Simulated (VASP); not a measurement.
Set up this calculation in VASP 6.6.1, as the native input.

- Task: single point
- Functional: PBE
- Dispersion: D3(BJ)
- Potentials or basis: VASP PAW PBE potentials, release 64 (Mo_sv, S)
- Cutoff: 520 eV
- k mesh: 12 × 12 × 4
- Occupations: gaussian, width 0.05 eV
- Spin: no spin polarisation
- Dipole correction: no
- Further INCAR settings: ALGO = Normal; EDIFF = 1e-06; NBANDS = 35

The structure of MoS2 lies in POSCAR:

```
MoS2
1.0
    3.1179000000      0.0000000000      0.0000000000
   -1.5589500000      2.7001806064      0.0000000000
    0.0000000000      0.0000000000     11.6603000000
Mo S
2 4
Direct
    0.6666666667      0.3333333333      0.2501439769
    0.3333333333      0.6666666667      0.7498560231
    0.3333333333      0.6666666667      0.3795985159
    0.6666666667      0.3333333333      0.8793132861
    0.3333333333      0.6666666667      0.1206867139
    0.6666666667      0.3333333333      0.6204014841
```

One way to write it, as run:

INCAR

```
SYSTEM = MoS2
ALGO = Normal ; EDIFF = 1E-6
ENCUT = 520 ; GGA = PE
ISIF = 2 ; ISMEAR = 0
IVDW = 12 ; LASPH = .TRUE.
LCHARG = .FALSE. ; LREAL = .FALSE.
LWAVE = .FALSE. ; NBANDS = 35
NELM = 60 ; PREC = Accurate
SIGMA = 0.05
```

KPOINTS

```
k-points
0
G
  12 12 4
  0 0 0
```

Potentials or basis: VASP PAW PBE potentials, release 64 (Mo_sv, S).

The run is started by

```sh
$ cat potpaw_PBE.64/Mo_sv/POTCAR potpaw_PBE.64/S/POTCAR > POTCAR
$ mpirun -np 1 vasp_std > vasp.out
```

It gave:

```json
{
  "Pressure": "10.2 GPa",
  "Largest force": "1.312 eV/Å",
  "Band gap on the k mesh": "0.64 eV (least direct gap 1.69 eV)",
  "Dispersion energy per atom": "-0.464 eV"
}
```

Caveat: the cell stands under pressure; forces of over 1 eV/Å act on the atoms, so gaps and moduli don't describe the material at rest.

Run time: 110 s on 1 thread of Intel(R) Xeon(R) 6975P-C (Granite Rapids), on a shared host, peak memory 0.34 GiB.
